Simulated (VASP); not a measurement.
# Sr (P6/mmm) in VASP: relaxation of cell and atoms with PBEsol

Aim: the relaxation of cell and atoms of Sr with PBEsol.

All numbers are computed with VASP 6.6.1; they aren't measurements. Logs are shortened: lines on timing, memory, paths and dates and some standing lists are left out, and cuts for length are marked.

## Step 1: The cell of the first run

Symmetry: P6/mmm, No. 191, hexagonal system. Conventional cell: a = 6.666 Å, b = 6.666 Å, c = 3.961 Å, α = 90.00°, β = 90.00°, γ = 120.00°. Within 5.2 Å of Sr (site symmetry 6/mmm) lie 14 Sr at 3.96 to 4.33 Å. Sr (site symmetry -6m2) has 11 Sr at 3.85 to 4.33 Å within 5.1 Å.

This isn't the form of Sr at room conditions, which is fcc.

## Step 2: Relaxation of cell and atoms, PBEsol, target pressure 0.28 GPa, at which the enthalpy is minimised

INCAR

```
SYSTEM = Sr
  PREC = Accurate
  ENCUT = 600
  EDIFF = 1E-6
  ISMEAR = -1
  SIGMA = 0.05
  LREAL = .FALSE.
  LASPH = .TRUE.
  NELM = 80
  ALGO = Normal
  ISIF = 3
  LWAVE = .FALSE.
  LCHARG = .FALSE.
  GGA = PS
  IBRION = 2
  NSW = 32
  EDIFFG = -0.005
  PSTRESS = 2.8000000000000003
```

KPOINTS

```
regular mesh
0
G
  6 6 8
  0 0 0
```

POSCAR

```
Sr
1.0
    6.6662717711      0.0000000000      0.0000000000
   -3.3331358856      5.7731607023      0.0000000000
    0.0000000000      0.0000000000      3.9605115928
Sr
3
Direct
    0.0000000000      0.0000000000      0.0000000000
    0.3333333333      0.6666666667      0.5000000000
    0.6666666667      0.3333333333      0.5000000000
```

Potentials or basis: VASP PAW PBE potentials, release 64 (Sr_sv).

On the command line:

```bash
$ cat potpaw_PBE.64/Sr_sv/POTCAR > POTCAR
$ mpirun -np 1 vasp_std > vasp.out
```

OUTCAR:

```text
SYSTEM = Sr
   PREC = Accurate
   ENCUT = 600
   EDIFF = 1E-6
   ISMEAR = -1
   LREAL = .FALSE.
   LASPH = .TRUE.
   NELM = 80
   ISIF = 3
   GGA = PS
   IBRION = 2
   NSW = 32
   EDIFFG = -0.005
   PSTRESS = 2.8000000000000003

 ion  position               nearest neighbor table
   1  0.000  0.000  0.000-   2 4.33   3 4.33   2 4.33   3 4.33   3 4.33   3 4.33   2 4.33   2 4.33
                             3 4.33   3 4.33   2 4.33   2 4.33
   2  0.333  0.667  0.500-   3 3.85   3 3.85   3 3.85   1 4.33   1 4.33   1 4.33   1 4.33   1 4.33
                             1 4.33
   3  0.667  0.333  0.500-   2 3.85   2 3.85   2 3.85   1 4.33   1 4.33   1 4.33   1 4.33   1 4.33
                             1 4.33

  LATTYP: Found a hexagonal cell.
 ALAT       =     6.6662717711
 C/A-ratio  =     0.5941119307

  Lattice vectors:

 A1 = (   6.6662717711,   0.0000000000,   0.0000000000)
 A2 = (  -3.3331358856,   5.7731607023,   0.0000000000)
 A3 = (   0.0000000000,   0.0000000000,   3.9605115928)

Analysis of symmetry for initial positions (statically):
=====================================================================
 Subroutine PRICEL returns:
 Original cell was already a primitive cell.

 Routine SETGRP: Setting up the symmetry group for a
 hexagonal supercell.

 Subroutine GETGRP returns: Found 24 space group operations
 (whereof 24 operations were pure point group operations)
 out of a pool of 24 trial point group operations.

The static configuration has the point symmetry D_6h.

Analysis of symmetry for dynamics (positions and initial velocities):
=====================================================================
 Subroutine PRICEL returns:
 Original cell was already a primitive cell.

 Routine SETGRP: Setting up the symmetry group for a
 hexagonal supercell.

 Subroutine GETGRP returns: Found 24 space group operations
 (whereof 24 operations were pure point group operations)
 out of a pool of 24 trial point group operations.

The dynamic configuration has the point symmetry D_6h.

 Subroutine INISYM returns: Found 24 space group operations
 (whereof 24 operations are pure point group operations),
 and found     1 'primitive' translations

----------------------------------------------------------------------------------------

                                     Primitive cell

  volume of cell :     152.4221

  direct lattice vectors                    reciprocal lattice vectors
     6.666271771  0.000000000  0.000000000     0.150008886  0.086607671  0.000000000
    -3.333135886  5.773160702  0.000000000     0.000000000  0.173215341  0.000000000
     0.000000000  0.000000000  3.960511593     0.000000000  0.000000000  0.252492633

  length of vectors
     6.666271771  6.666271771  3.960511593     0.173215341  0.173215341  0.252492633

  position of ions in fractional coordinates (direct lattice)
     0.000000000  0.000000000  0.000000000
     0.333333333  0.666666667  0.500000000
     0.666666667  0.333333333  0.500000000

  ion indices of the primitive-cell ions
   primitive index   ion index
                 1           1
                 2           2
                 3           3

----------------------------------------------------------------------------------------

 KPOINTS: regular mesh

Automatic generation of k-mesh.
 Grid dimensions read from file:
 generate k-points for:    6    6    8

 Generating k-lattice:

  Cartesian coordinates                     Fractional coordinates (reciprocal lattice)
     0.025001481  0.014434612  0.000000000     0.166666667  0.000000000  0.000000000
     0.000000000  0.028869224  0.000000000     0.000000000  0.166666667  0.000000000
     0.000000000  0.000000000  0.031561579     0.000000000  0.000000000  0.125000000

  Length of vectors
     0.028869224  0.028869224  0.031561579

  Shift w.r.t. Gamma in fractional coordinates (k-lattice)
     0.000000000  0.000000000  0.000000000

 Subroutine IBZKPT returns following result:
 ===========================================

 Found     35 irreducible k-points:

 Following reciprocal coordinates:
            Coordinates               Weight
  0.000000  0.000000  0.000000      1.000000
  0.166667 -0.000000  0.000000      6.000000
  0.333333 -0.000000  0.000000      6.000000
  0.500000 -0.000000  0.000000      3.000000
  0.166667  0.166667  0.000000      6.000000
  0.333333  0.166667  0.000000     12.000000
[... 16 lines left out ...]
  0.166667 -0.000000  0.375000     12.000000
  0.333333 -0.000000  0.375000     12.000000
 [... further k-points ...]
   k-points           NKPTS =     35   k-points in BZ     NKDIM =     35   number of bands    NBANDS=     19
   number of dos      NEDOS =    301   number of ions     NIONS =      3
   total plane-waves  NPLWV =  93312
   dimension x,y,z NGX =    54 NGY =   54 NGZ =   32
   dimension x,y,z NGXF=   108 NGYF=  108 NGZF=   64
   ions per type =               3
   NGX,Y,Z   is equivalent  to a cutoff of  13.47, 13.47, 13.43 a.u.
   NGXF,Y,Z  is equivalent  to a cutoff of  26.93, 26.93, 26.86 a.u.
 SYSTEM =  Sr
   PREC   = accura    normal or accurate (medium, high low for compatibility)
   ISTART =      0    job   : 0-new  1-cont  2-samecut
   ICHARG =      2    charge: 1-file 2-atom 10-const
   ISPIN  =      1    spin polarized calculation?
   LNONCOLLINEAR =      F non collinear calculations
   LSORBIT =      F    spin-orbit coupling
   LASPH  =      T    aspherical Exc in radial PAW
   ENCUT  =  600.0 eV  44.10 Ry    6.64 a.u.  13.31 13.31  7.91*2*pi/ulx,y,z
   NELM   =     80;   NELMIN=  2; NELMDL= -5     # of ELM steps
   EDIFF  = 0.1E-05   stopping-criterion for ELM
   LREAL  =      F    real-space projection
   EDIFFG = -.5E-02   stopping-criterion for IOM
   NSW    =     32    number of steps for IOM
   IBRION =      2    ionic relax: 0-MD 1-quasi-New 2-CG
   NFREE  =      1    steps in history (QN), initial steepest desc. (CG)
   ISIF   =      3    stress and relaxation
   ISYM   =      2    0-nonsym 1-usesym 2-fastsym
   POTIM  = 0.5000    time-step for ionic-motion
   TEBEG  =    0.0;   TEEND  =   0.0 temperature during run
   PSTRESS=    2.8 pullay stress
   NELECT =      30.0000    total number of electrons
   NUPDOWN=      -1.0000    fix difference up-down
   EMIN   =  10.00;   EMAX   =-10.00  energy-range for DOS
   EFERMI =   0.00;   METHOD = LEGACY
   ISMEAR =    -1;   SIGMA  =   0.05  broadening in eV -4-tet -1-fermi 0-gaus
   EFERMI_NEDOS =   21; number of points for ismear=-14 and -15
   IALGO  =     38    algorithm
   IMIX   =      4    mixing-type and parameters
     AMIX     =   0.40;   BMIX     =  1.00
     AMIX_MAG =   1.60;   BMIX_MAG =  1.00
  volume/ion in A,a.u.               =      50.81       342.87
  Fermi-wavevector in a.u.,A,eV,Ry     =   0.952283  1.799554 12.338341  0.906842
  Thomas-Fermi vector in A             =   2.080831
   LORBIT       =      0    0 simple, 1 ext, 2 COOP (PROOUT), +10 PAW based schemes
   GGA     = PS    functional components
   LHFCALC =     F    Hartree Fock is set to
   AEXX    =    0.0000 exact exchange contribution
   IVDW    =     0    specifies the selected vdW correction
   LEPSILON=     F    determine dielectric tensor
   LRPA    =     F    only Hartree local field effects (RPA)
 conjugate gradient relaxation of ions
 non-spin polarized calculation
  energy-cutoff  :      600.00
  volume of cell :      152.42
 maximum number of plane-waves:      5112
 NGX is ok and might be reduce to    54
   NGX = 27   NGY = 27   NGZ = 15

--------------------------------------- Ionic step        1  -------------------------------------------

 number of electron      30.0000001 magnetization

 Free energy of the ion-electron system (eV)
  ---------------------------------------------------
  ext. energy  EPLUGINS =         0.00000000
  ---------------------------------------------------
  free energy    TOTEN  =        -5.36357982 eV

  energy without entropy =       -5.31706517  energy(sigma->0) =       -5.34032250

------------------------ aborting loop because EDIFF is reached ----------------------------------------

  FORCE on cell =-STRESS in cart. coord.  units (eV):
  Direction    XX          YY          ZZ          XY          YZ          ZX
  --------------------------------------------------------------------------------------
  -------------------------------------------------------------------------------------
  Total        0.2834559      0.2834559      0.2664769     -0.0000000      0.0000000      0.0000000
  in kB        2.9795324      2.9795324      2.8010589     -0.0000000      0.0000000      0.0000000
  external PRESSURE =       0.1200412 kB  Pullay stress =       2.8000000 kB
[... 102 lines left out ...]
  enthalpy is  TOTEN    =        -5.0971979352 eV   P V=        0.2669635352

--------------------------------------- Ionic step        4  -------------------------------------------

 number of electron      30.0000001 magnetization

 Free energy of the ion-electron system (eV)
  ---------------------------------------------------
  ext. energy  EPLUGINS =         0.00000000
  ---------------------------------------------------
  free energy    TOTEN  =        -5.36401915 eV

  energy without entropy =       -5.31732622  energy(sigma->0) =       -5.34067269

 E-fermi :   1.7849     XC(G=0):  -7.6730

 val. band max:        1.7812104769   @ k =   0.1667  -0.0000   0.3750
 cond. band min:       1.7856097730   @ k =   0.3333  -0.0000   0.5000
 fundamental gap:      0.0043992961
 Fermi energy:         1.7849196790

 k-point     1 :       0.0000    0.0000    0.0000
  band No.  band energies     occupation
      1     -34.6525      2.00000
      2     -34.6237      2.00000
      3     -34.5951      2.00000
      4     -16.7685      2.00000
      5     -16.7685      2.00000
      6     -16.6517      2.00000
[... 11 lines left out ...]
     18       2.0077      0.02295
     19       2.3313      0.00004
[... 489 lines left out ...]
      3     -34.5852      2.00000
      4     -16.7610      2.00000
      5     -16.7601      2.00000
      6     -16.7343      2.00000
[... 11 lines left out ...]
     18       2.2491      0.00019
     19       2.9386      0.00000

 [... further k-points ...]

------------------------ aborting loop because EDIFF is reached ----------------------------------------

  FORCE on cell =-STRESS in cart. coord.  units (eV):
  Direction    XX          YY          ZZ          XY          YZ          ZX
  --------------------------------------------------------------------------------------
  -------------------------------------------------------------------------------------
  Total        0.2539978      0.2539978      0.2667614     -0.0000000      0.0000000      0.0000000
  in kB        2.6655140      2.6655140      2.7994585     -0.0000000      0.0000000      0.0000000
  external PRESSURE =      -0.0898379 kB  Pullay stress =       2.8000000 kB
[... 18 lines left out ...]
  FREE ENERGIE OF THE ION-ELECTRON SYSTEM (eV)
  ---------------------------------------------------
  free  energy   TOTEN  =        -5.3640191523 eV

  energy  without entropy=       -5.3173262227  energy(sigma->0) =       -5.34067269

  enthalpy is  TOTEN    =        -5.0972061404 eV   P V=        0.2668130120

 reached required accuracy - stopping structural energy minimisation
```

It took 8.3 min on 1 thread of Intel Xeon 8259CL, shared host; peak memory 0.37 GiB.

What came out:

| Property | Result |
| --- | --- |
| Free energy | -5.3640 eV |
| Relaxed volume | 50.89 Å³/atom |
| Relaxed cell | a = 6.672 Å, b = 6.672 Å, c = 3.961 Å, α = 90.00°, β = 90.00°, γ = 120.00° |
| Space group after relaxing (to 0.1 Å) | P6/mmm (No. 191) |
| Energy change on relaxing (the run minimises the enthalpy) | -0.1 meV/atom |
| Ionic steps | 4 |
| Pressure after relaxing | 0.3 GPa |
| Band gap on the k mesh | zero (bands 15 and 16 overlap by 0.22 eV) |

Step by step:
```
step  energy change (eV)  largest force (eV/Å)  pressure (GPa)  volume (Å³)
   1              0.0000                0.0000            0.29       152.42
   2             -0.0002                0.0000            0.31       152.51
   3             -0.0006                0.0000            0.26       152.76
   4             -0.0004                0.0000            0.27       152.67
```

Final structure:
```xyz
3
Lattice="6.6717 0.0000 0.0000 -3.3359 5.7779 0.0000 0.0000 0.0000 3.9605" Properties=species:S:1:pos:R:3 pbc="T T T"
Sr    0.0000    0.0000    0.0000
Sr    0.0000    3.8519    1.9803
Sr    3.3359    1.9260    1.9803
```

Levels at points of the mesh, in eV from the Fermi level:
| k point | band 12 | band 13 | band 14 | band 15 | band 16 | band 17 | band 18 | band 19 |
| --- | --- | --- | --- | --- | --- | --- | --- | --- |
| (0.00, 0.00, 0.00) | -18.29 | -3.79 | -0.19 | 0.16 | 0.16 | 0.22 | 0.22 | 0.55 |
| (0.50, 0.00, 0.00) | -18.30 | -2.45 | -2.39 | -1.12 | 0.26 | 1.02 | 1.23 | 1.24 |
| (0.00, 0.00, 0.50) | -18.34 | -1.40 | -0.91 | -0.06 | -0.06 | 0.12 | 0.12 | 1.77 |
| (0.50, 0.00, 0.50) | -18.33 | -0.86 | -0.84 | -0.01 | 0.05 | 0.14 | 0.42 | 0.95 |

Caveat: the cell is relaxed towards a set pressure, so the run minimises the enthalpy, not the energy; the PAW data sets were made with another functional, which shifts forces and pressure a little.
